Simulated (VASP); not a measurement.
Write the native input for VASP 6.6.1 that does the following.

| Property | Result |
| --- | --- |
| Task | single point |
| Functional | PBE |
| Potentials or basis | VASP PAW PBE potentials, release 64 (Zn, O) |
| Cutoff | 520 eV |
| k mesh | 12 × 12 × 6 |
| Occupations | gaussian, width 0.05 eV |
| Spin | no spin polarisation |
| Dipole correction | no |
| Further INCAR settings | ALGO = Normal; EDIFF = 1e-07; NBANDS = 26 |

The structure of ZnO lies in POSCAR:

```
ZnO
1.0
    3.0171172954      0.0000000000      0.0000000000
   -1.5085586477      2.6129002241      0.0000000000
    0.0000000000      0.0000000000      5.7165808996
Zn O
2 2
Direct
    0.3333333333      0.6666666667      0.0015026881
    0.6666666667      0.3333333333      0.5015026881
    0.3333333333      0.6666666667      0.3805973119
    0.6666666667      0.3333333333      0.8805973119
```

This cell differs from its parent crystal: strain -0.080 along x and y, +0.080 along z.

These files were run (other wordings do the same):

INCAR

```
SYSTEM = ZnO
  ALGO = Normal
  EDIFF = 1E-7
  ENCUT = 520
  GGA = PE
  ISIF = 2
  ISMEAR = 0
  LASPH = .TRUE.
  LCHARG = .FALSE.
  LREAL = .FALSE.
  LWAVE = .FALSE.
  NBANDS = 26
  NELM = 80
  PREC = Accurate
  SIGMA = 0.05
```

KPOINTS

```
k-points
0
G
  12 12 6
  0 0 0
```

Potentials or basis: VASP PAW PBE potentials, release 64 (Zn, O).

The run is started by

```sh
$ cat potpaw_PBE.64/Zn/POTCAR potpaw_PBE.64/O/POTCAR > POTCAR
$ mpirun -np 1 vasp_std > vasp.out
```

It gave:

```yaml
Pressure: 21.2 GPa
Largest_force: 1.372 eV/Å
Band_gap_on_the_k_mesh: 0.40 eV
```

Caveat: the cell differs from its parent crystal (strain -0.080 along x and y, +0.080 along z); the cell stands under pressure; forces of over 1 eV/Å act on the atoms, so gaps and moduli don't describe the material at rest.

Run time: 110 s on 1 thread of Intel Xeon 8259CL, on a shared host, peak memory 0.22 GiB.
